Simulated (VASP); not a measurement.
Pt:

```
Pt
1.0
    -1.58217    1.58498    1.58466
     1.60292   -1.57978    1.60020
     1.56748    1.56509   -1.57945
Pt
1
Direct
  0.00000 0.00000 0.00000
```

```yaml
Program: VASP 6.6.1
Task: relaxation of cell and atoms
Functional: PBE
Potentials_or_basis: VASP PAW PBE potentials, release 64 (Pt)
Cutoff: 600 eV
k_mesh: 12 × 12 × 12
Occupations: fermi-dirac, width 0.05 eV
Spin: no spin polarisation
```

At the start: pressure -1.6 GPa; volume 15.90 Å³/atom.

Q: How do energy, volume and symmetry change on relaxing?

A: Over 51 steps the energy falls by 87.8 meV/atom and the volume is 15.78 Å³/atom (-0.8 %); space group Im-3m (No. 229, to 0.1 Å) before, I4/mmm (No. 139, to 0.1 Å).

Step by step:
| step | energy change (eV) | largest force (eV/Å) | pressure (GPa) | volume (Å³) |
| --- | --- | --- | --- | --- |
| 1 | 0.0000 | 0.0000 | -1.60 | 15.90 |
| 3 | -0.0022 | 0.0000 | 0.89 | 15.73 |
| 5 | -0.0027 | 0.0000 | -0.08 | 15.79 |
| 7 | -0.0037 | 0.0000 | 0.07 | 15.78 |
| 9 | -0.0192 | 0.0000 | 0.78 | 15.72 |
| 11 | 0.0491 | 0.0000 | 17.54 | 15.09 |
| 13 | -0.0614 | 0.0000 | 8.04 | 15.34 |
| 15 | -0.0711 | 0.0000 | 5.62 | 15.42 |
| 17 | -0.0711 | 0.0000 | 5.65 | 15.42 |
| 19 | -0.0711 | 0.0000 | 5.68 | 15.43 |
| 21 | -0.0713 | 0.0000 | 5.63 | 15.43 |
| 23 | -0.0719 | 0.0000 | 5.38 | 15.44 |
| 25 | -0.0742 | 0.0000 | 4.46 | 15.49 |
| 27 | -0.0799 | 0.0000 | 0.94 | 15.70 |
| 29 | -0.0809 | 0.0000 | -1.14 | 15.84 |
| 31 | -0.0824 | 0.0000 | -0.70 | 15.80 |
| 33 | -0.0835 | 0.0000 | 0.35 | 15.74 |
| 35 | -0.0840 | 0.0000 | -0.39 | 15.79 |
| 37 | -0.0841 | 0.0000 | -0.85 | 15.82 |
| 39 | -0.0846 | 0.0000 | -0.26 | 15.78 |
| 41 | -0.0850 | 0.0000 | 0.60 | 15.73 |
| 43 | -0.0865 | 0.0000 | 0.18 | 15.77 |
| 45 | -0.0869 | 0.0000 | 0.02 | 15.78 |
| 47 | -0.0878 | 0.0000 | -0.20 | 15.80 |
| 49 | -0.0878 | 0.0000 | 0.22 | 15.77 |
| 51 | -0.0878 | 0.0000 | 0.01 | 15.78 |

Final structure:
```
Pt
1.0
    -1.69974    1.36823    1.69668
     1.70091   -1.37019    1.69355
     1.70159    1.36798   -1.69496
Pt
1
Direct
  0.00000 0.00000 0.00000
```
